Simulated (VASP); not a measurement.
# HfC (P6_3/mmc) in VASP: notebook

HfC is run at these levels: PBEsol; tasks: single point.

All numbers are computed with VASP 6.6.1; they aren't measurements. Logs are shortened: lines on timing, memory, paths and dates and some standing lists are left out, and cuts for length are marked.

## Step 1: The cell of the first run

It takes space group P6_3/mmc (No. 194, hexagonal). Conventional cell: a = 3.343 Å, b = 3.343 Å, c = 5.203 Å, α = 90.00°, β = 90.00°, γ = 120.00°. Hf (site symmetry -6m2) has 6 C at 2.33 Å within 3.1 Å. C (site symmetry -3m) has 6 Hf at 2.33 Å and 2 C at 2.60 Å within 3.1 Å.

## Step 2: Single point, PBEsol

File INCAR:

```
  PREC = Accurate
  ENCUT = 600
  EDIFF = 1E-6
  ISMEAR = -1
  SIGMA = 0.1
  LREAL = F
  LASPH = T
  NELM = 120
  ALGO = Normal
  ISIF = 2
  LWAVE = F
  LCHARG = F
  GGA = PS
  NBANDS = 22
  GGA_COMPAT = F
```

File KPOINTS:

```
Automatic mesh
0
Gamma
  3 3 2
```

File POSCAR:

```
HfC
1.0
    3.3428660000      0.0000000000      0.0000000000
   -1.6714330000      2.8950068774      0.0000000000
    0.0000000000      0.0000000000      5.2027140000
Hf C
2 2
Direct
    0.6666666667      0.3333333333      0.7500000000
    0.3333333333      0.6666666667      0.2500000000
    0.0000000000      0.0000000000      0.0000000000
    0.0000000000      0.0000000000      0.5000000000
```

Potentials or basis: VASP PAW PBE potentials, release 64 (Hf_pv, C).

Command:

```console
$ cat potpaw_PBE.64/Hf_pv/POTCAR potpaw_PBE.64/C/POTCAR > POTCAR
$ mpirun -np 1 vasp_std > vasp.out
```

OUTCAR:

```text
PREC = Accurate
   ENCUT = 600
   EDIFF = 1E-6
   ISMEAR = -1
   LREAL = F
   LASPH = T
   NELM = 120
   ISIF = 2
   GGA = PS

 ion  position               nearest neighbor table
   1  0.667  0.333  0.750-   3 2.33   4 2.33   3 2.33   4 2.33   3 2.33   4 2.33   2 3.24   2 3.24
                             2 3.24   2 3.24   2 3.24   2 3.24
   2  0.333  0.667  0.250-   3 2.33   4 2.33   3 2.33   4 2.33   3 2.33   4 2.33   1 3.24   1 3.24
                             1 3.24   1 3.24   1 3.24   1 3.24
   3  0.000  0.000  0.000-   1 2.33   2 2.33   2 2.33   1 2.33   1 2.33   2 2.33
   4  0.000  0.000  0.500-   1 2.33   2 2.33   2 2.33   1 2.33   1 2.33   2 2.33

  LATTYP: Found a hexagonal cell.
 ALAT       =     3.3428660000
 C/A-ratio  =     1.5563633122

  Lattice vectors:

 A1 = (   3.3428660000,   0.0000000000,   0.0000000000)
 A2 = (  -1.6714330000,   2.8950068774,   0.0000000000)
 A3 = (   0.0000000000,   0.0000000000,   5.2027140000)

Analysis of symmetry for initial positions (statically):
=====================================================================
 Subroutine PRICEL returns:
 Original cell was already a primitive cell.

 Routine SETGRP: Setting up the symmetry group for a
 hexagonal supercell.

 Subroutine GETGRP returns: Found 24 space group operations
 (whereof 12 operations were pure point group operations)
 out of a pool of 24 trial point group operations.

The static configuration has the point symmetry D_3d.
 The point group associated with its full space group is D_6h.

Analysis of symmetry for dynamics (positions and initial velocities):
=====================================================================
 Subroutine PRICEL returns:
 Original cell was already a primitive cell.

 Routine SETGRP: Setting up the symmetry group for a
 hexagonal supercell.

 Subroutine GETGRP returns: Found 24 space group operations
 (whereof 12 operations were pure point group operations)
 out of a pool of 24 trial point group operations.

The dynamic configuration has the point symmetry D_3d.
 The point group associated with its full space group is D_6h.

 Subroutine INISYM returns: Found 24 space group operations
 (whereof 12 operations are pure point group operations),
 and found     1 'primitive' translations

----------------------------------------------------------------------------------------

                                     Primitive cell

  volume of cell :      50.3499

  direct lattice vectors                    reciprocal lattice vectors
     3.342866000  0.000000000  0.000000000     0.299144507  0.172711161  0.000000000
    -1.671433000  2.895006877  0.000000000     0.000000000  0.345422323  0.000000000
     0.000000000  0.000000000  5.202714000     0.000000000  0.000000000  0.192207375

  length of vectors
     3.342866000  3.342866000  5.202714000     0.345422323  0.345422323  0.192207375

  position of ions in fractional coordinates (direct lattice)
     0.666666667  0.333333333  0.750000000
     0.333333333  0.666666667  0.250000000
     0.000000000  0.000000000  0.000000000
     0.000000000  0.000000000  0.500000000

  ion indices of the primitive-cell ions
   primitive index   ion index
                 1           1
                 2           2
                 3           3
                 4           4

----------------------------------------------------------------------------------------

 KPOINTS: Automatic mesh

Automatic generation of k-mesh.
 Grid dimensions read from file:
 generate k-points for:    3    3    2

 Generating k-lattice:

  Cartesian coordinates                     Fractional coordinates (reciprocal lattice)
     0.099714836  0.057570387  0.000000000     0.333333333  0.000000000  0.000000000
     0.000000000  0.115140774  0.000000000     0.000000000  0.333333333  0.000000000
     0.000000000  0.000000000  0.096103687     0.000000000  0.000000000  0.500000000

  Length of vectors
     0.115140774  0.115140774  0.096103687

  Shift w.r.t. Gamma in fractional coordinates (k-lattice)
     0.000000000  0.000000000  0.000000000

 Subroutine IBZKPT returns following result:
 ===========================================

 Found      6 irreducible k-points:

 Following reciprocal coordinates:
            Coordinates               Weight
  0.000000  0.000000  0.000000      1.000000
  0.333333  0.000000  0.000000      6.000000
  0.333333  0.333333  0.000000      2.000000
  0.000000  0.000000  0.500000      1.000000
  0.333333  0.000000  0.500000      6.000000
  0.333333  0.333333  0.500000      2.000000
   k-points           NKPTS =      6   k-points in BZ     NKDIM =      6   number of bands    NBANDS=     22
   number of dos      NEDOS =    301   number of ions     NIONS =      4
   total plane-waves  NPLWV =  32928
   dimension x,y,z NGX =    28 NGY =   28 NGZ =   42
   dimension x,y,z NGXF=    56 NGYF=   56 NGZF=   84
   ions per type =               2   2
   NGX,Y,Z   is equivalent  to a cutoff of  13.92, 13.92, 13.42 a.u.
   NGXF,Y,Z  is equivalent  to a cutoff of  27.85, 27.85, 26.84 a.u.
 SYSTEM =  unknown system
   PREC   = accura    normal or accurate (medium, high low for compatibility)
   ISTART =      0    job   : 0-new  1-cont  2-samecut
   ICHARG =      2    charge: 1-file 2-atom 10-const
   ISPIN  =      1    spin polarized calculation?
   LNONCOLLINEAR =      F non collinear calculations
   LSORBIT =      F    spin-orbit coupling
   LASPH  =      T    aspherical Exc in radial PAW
   ENCUT  =  600.0 eV  44.10 Ry    6.64 a.u.   6.68  6.68 10.39*2*pi/ulx,y,z
   NELM   =    120;   NELMIN=  2; NELMDL= -5     # of ELM steps
   EDIFF  = 0.1E-05   stopping-criterion for ELM
   LREAL  =      F    real-space projection
   EDIFFG = 0.1E-04   stopping-criterion for IOM
   NSW    =      0    number of steps for IOM
   IBRION =     -1    ionic relax: 0-MD 1-quasi-New 2-CG
   NFREE  =      0    steps in history (QN), initial steepest desc. (CG)
   ISIF   =      2    stress and relaxation
   ISYM   =      2    0-nonsym 1-usesym 2-fastsym
   POTIM  = 0.5000    time-step for ionic-motion
   TEBEG  =    0.0;   TEEND  =   0.0 temperature during run
   PSTRESS=    0.0 pullay stress
   NELECT =      28.0000    total number of electrons
   NUPDOWN=      -1.0000    fix difference up-down
   EMIN   =  10.00;   EMAX   =-10.00  energy-range for DOS
   EFERMI =   0.00;   METHOD = LEGACY
   ISMEAR =    -1;   SIGMA  =   0.10  broadening in eV -4-tet -1-fermi 0-gaus
   EFERMI_NEDOS =   21; number of points for ismear=-14 and -15
   IALGO  =     38    algorithm
   IMIX   =      4    mixing-type and parameters
     AMIX     =   0.40;   BMIX     =  1.00
     AMIX_MAG =   1.60;   BMIX_MAG =  1.00
  volume/ion in A,a.u.               =      12.59        84.94
  Fermi-wavevector in a.u.,A,eV,Ry     =   1.346257  2.544057 24.659310  1.812408
  Thomas-Fermi vector in A             =   2.474104
   LORBIT       =      0    0 simple, 1 ext, 2 COOP (PROOUT), +10 PAW based schemes
   GGA     = PS    functional components
   LHFCALC =     F    Hartree Fock is set to
   AEXX    =    0.0000 exact exchange contribution
   IVDW    =     0    specifies the selected vdW correction
   LEPSILON=     F    determine dielectric tensor
   LRPA    =     F    only Hartree local field effects (RPA)
 non-spin polarized calculation
  energy-cutoff  :      600.00
  volume of cell :       50.35
 maximum number of plane-waves:      1701
 NGX is ok and might be reduce to    28
   NGX = 13   NGY = 13   NGZ = 21

 number of electron      28.0000000 magnetization

 Free energy of the ion-electron system (eV)
  ---------------------------------------------------
  ext. energy  EPLUGINS =         0.00000000
  ---------------------------------------------------
  free energy    TOTEN  =       -43.63354106 eV

  energy without entropy =      -43.57568979  energy(sigma->0) =      -43.60461543

 E-fermi :   7.0782     XC(G=0): -12.4066

 val. band max:        6.9013709282   @ k =   0.3333   0.3333   0.0000
 cond. band min:       7.2508744415   @ k =   0.3333   0.3333   0.0000
 fundamental gap:      0.3495035133
 Fermi energy:         7.0782032330

 k-point     1 :       0.0000    0.0000    0.0000
  band No.  band energies     occupation
      1     -24.3032      2.00000
      2     -23.7358      2.00000
      3     -23.7358      2.00000
      4     -23.6451      2.00000
      5     -23.6451      2.00000
      6     -23.5568      2.00000
      7      -6.6692      2.00000
      8      -2.2299      2.00000
      9      -0.5997      2.00000
     10       3.1896      2.00000
     11       3.1896      2.00000
     12       5.1071      2.00000
     13       5.1071      2.00000
     14       7.2519      0.29946
     15       7.6713      0.00530
     16       7.6713      0.00530
     17       8.1463      0.00005
     18       8.1463      0.00005
     19       8.6525      0.00000
     20       9.7087      0.00000
     21      10.2864      0.00000
     22      14.4333      0.00000

 k-point     2 :       0.3333    0.0000    0.0000
  band No.  band energies     occupation
      1     -24.1060      2.00000
      2     -24.0871      2.00000
      3     -23.9660      2.00000
      4     -23.8583      2.00000
      5     -23.6776      2.00000
      6     -23.6591      2.00000
      7      -4.9399      2.00000
      8      -3.0035      2.00000
      9       0.3451      2.00000
     10       1.7163      2.00000
     11       3.1944      2.00000
     12       3.3460      2.00000
     13       4.6025      2.00000
     14       4.7362      2.00000
     15       7.7305      0.00293
     16       9.7633      0.00000
     17      10.1534      0.00000
     18      10.6406      0.00000
     19      11.1857      0.00000
     20      11.5423      0.00000
     21      12.5522      0.00000
     22      13.2177      0.00000

 k-point     3 :       0.3333    0.3333    0.0000
  band No.  band energies     occupation
      1     -24.1747      2.00000
      2     -23.9799      2.00000
      3     -23.9799      2.00000
      4     -23.8921      2.00000
      5     -23.8441      2.00000
      6     -23.8441      2.00000
      7      -3.9494      2.00000
      8      -3.3428      2.00000
      9       1.9582      2.00000
     10       1.9650      2.00000
     11       1.9650      2.00000
     12       2.7240      2.00000
     13       2.7240      2.00000
     14       6.9014      1.70850
     15       7.2509      0.30202
     16       7.2509      0.30202
     17      11.2003      0.00000
     18      11.2003      0.00000
     19      11.9221      0.00000
     20      12.2772      0.00000
     21      14.5835      0.00000
     22      14.5835      0.00000

 k-point     4 :       0.0000    0.0000    0.5000
  band No.  band energies     occupation
      1     -23.9444      2.00000
      2     -23.9444      2.00000
      3     -23.6905      2.00000
      4     -23.6905      2.00000
      5     -23.6905      2.00000
      6     -23.6905      2.00000
      7      -5.1239      2.00000
      8      -5.1239      2.00000
      9       3.2122      2.00000
     10       3.2122      2.00000
     11       3.6307      2.00000
     12       3.6307      2.00000
     13       3.6307      2.00000
     14       3.6307      2.00000
     15      10.2113      0.00000
     16      10.2113      0.00000
     17      10.2113      0.00000
     18      10.2113      0.00000
     19      10.3359      0.00000
     20      10.3359      0.00000
     21      11.1631      0.00000
     22      11.1631      0.00000

 k-point     5 :       0.3333    0.0000    0.5000
  band No.  band energies     occupation
      1     -24.1570      2.00000
      2     -24.1570      2.00000
      3     -23.7688      2.00000
      4     -23.7688      2.00000
      5     -23.7511      2.00000
      6     -23.7511      2.00000
      7      -4.2313      2.00000
      8      -4.2313      2.00000
      9       2.1448      2.00000
     10       2.1448      2.00000
     11       3.3767      2.00000
     12       3.3767      2.00000
     13       3.9024      2.00000
     14       3.9024      2.00000
     15       7.3870      0.08725
     16       7.3870      0.08725
     17      10.1811      0.00000
     18      10.1811      0.00000
     19      11.5677      0.00000
     20      11.5677      0.00000
     21      13.3660      0.00000
     22      13.3660      0.00000

 k-point     6 :       0.3333    0.3333    0.5000
  band No.  band energies     occupation
      1     -24.1391      2.00000
      2     -24.1391      2.00000
      3     -24.0356      2.00000
      4     -24.0356      2.00000
      5     -23.6769      2.00000
      6     -23.6769      2.00000
      7      -3.6715      2.00000
      8      -3.6715      2.00000
      9       1.0972      2.00000
     10       1.0972      2.00000
     11       3.8395      2.00000
     12       3.8395      2.00000
     13       3.8822      2.00000
     14       3.8822      2.00000
     15       8.1672      0.00004
     16       8.1672      0.00004
     17       9.5479      0.00000
     18       9.5479      0.00000
     19      13.3061      0.00000
     20      13.3061      0.00000
     21      13.3759      0.00000
     22      13.3759      0.00000

------------------------ aborting loop because EDIFF is reached ----------------------------------------

  FORCE on cell =-STRESS in cart. coord.  units (eV):
  Direction    XX          YY          ZZ          XY          YZ          ZX
  --------------------------------------------------------------------------------------
  -------------------------------------------------------------------------------------
  Total       -3.1389461     -3.1389461     -1.1178003     -0.0000000      0.0000000      0.0000000
  in kB      -99.8839986    -99.8839986    -35.5693785     -0.0000000      0.0000000      0.0000000
  external PRESSURE =     -78.4457919 kB  Pullay stress =       0.0000000 kB

 VOLUME and BASIS-vectors are now :
 -----------------------------------------------------------------------------
  energy-cutoff  :      600.00
  volume of cell :       50.35
      direct lattice vectors                 reciprocal lattice vectors
     3.342866000  0.000000000  0.000000000     0.299144507  0.172711161  0.000000000
    -1.671433000  2.895006877  0.000000000     0.000000000  0.345422323  0.000000000
     0.000000000  0.000000000  5.202714000     0.000000000  0.000000000  0.192207375

 POSITION                                       TOTAL-FORCE (eV/Angst)
 -----------------------------------------------------------------------------------
      1.67143      0.96500      3.90204         0.000000     -0.000000      0.000000
     -0.00000      1.93000      1.30068        -0.000000      0.000000      0.000000
      0.00000      0.00000      0.00000        -0.000000      0.000000      0.000000
      0.00000      0.00000      2.60136        -0.000000      0.000000      0.000000
 -----------------------------------------------------------------------------------
    total drift:                               -0.000000      0.000000     -0.000000

  FREE ENERGIE OF THE ION-ELECTRON SYSTEM (eV)
  ---------------------------------------------------
  free  energy   TOTEN  =       -43.6335410632 eV

  energy  without entropy=      -43.5756897923  energy(sigma->0) =      -43.60461543
```

It took 5.7 s on 1 thread of Intel Xeon 6975P-C (Granite Rapids), shared host; peak memory 0.17 GiB.

What came out:

* Free energy: -43.6335 eV
* Pressure: -7.8 GPa
* Band gap on the k mesh: zero (filled and empty bands touch)

Stress tensor (GPa, compression positive):
```
-9.99  0.00  0.00
 0.00 -9.99  0.00
 0.00  0.00 -3.56
```

Caveat: the k points lie up to 0.72 Å⁻¹ apart; the PAW data sets were made with another functional, which shifts forces and pressure a little; spin-orbit coupling is left out, which moves the levels of the heavy elements.

## Step 3: Single point, PBEsol

File INCAR:

```
  PREC = Accurate
  ENCUT = 600
  EDIFF = 1E-6
  ISMEAR = -1
  SIGMA = 0.1
  LREAL = False
  LASPH = True
  NELM = 120
  ALGO = Normal
  ISIF = 2
  LWAVE = False
  LCHARG = False
  GGA = PS
  NBANDS = 22
  GGA_COMPAT = False
```

File KPOINTS:

```
regular mesh
0
Gamma
  4 4 2
```

POSCAR is that of step 2.

Potentials or basis: VASP PAW PBE potentials, release 64 (Hf_pv, C).

Command:

```console
$ cat potpaw_PBE.64/Hf_pv/POTCAR potpaw_PBE.64/C/POTCAR > POTCAR
$ mpirun -np 1 vasp_std > vasp.out
```

Run time: 7.6 s. Hardware: 1 thread of Intel Xeon 6975P-C (Granite Rapids), shared host; peak memory 0.17 GiB.

The run converged. Its results:

- Free energy: -43.8580 eV
- Pressure: -8.8 GPa
- Band gap on the k mesh: zero (band 14 reaches 7.23 eV, above the bottom of band 15 at 7.06 eV)

Stress tensor (GPa, compression positive):
```
 -7.10   0.00   0.00
  0.00  -7.10   0.00
  0.00   0.00 -12.05
```

Levels at points of the mesh, in eV from the Fermi level:
```tsv
k point	band 10	band 11	band 12	band 13	band 14	band 15	band 16	band 17	band 18	band 19
(0.00, 0.00, 0.00)	-3.73	-3.73	-1.84	-1.84	0.35	0.79	0.79	1.25	1.25	1.68
(0.50, 0.00, 0.00)	-4.70	-4.11	-3.93	-2.45	-1.76	0.82	3.67	4.08	4.14	4.91
(0.00, 0.00, 0.50)	-3.72	-3.29	-3.29	-3.29	-3.29	3.32	3.32	3.32	3.32	3.41
(0.50, 0.00, 0.50)	-5.05	-3.65	-3.65	-3.03	-3.03	0.65	0.65	4.05	4.05	4.62
```

Caveat: the k points lie up to 0.60 Å⁻¹ apart; the PAW data sets were made with another functional, which shifts forces and pressure a little; spin-orbit coupling is left out, which moves the levels of the heavy elements.
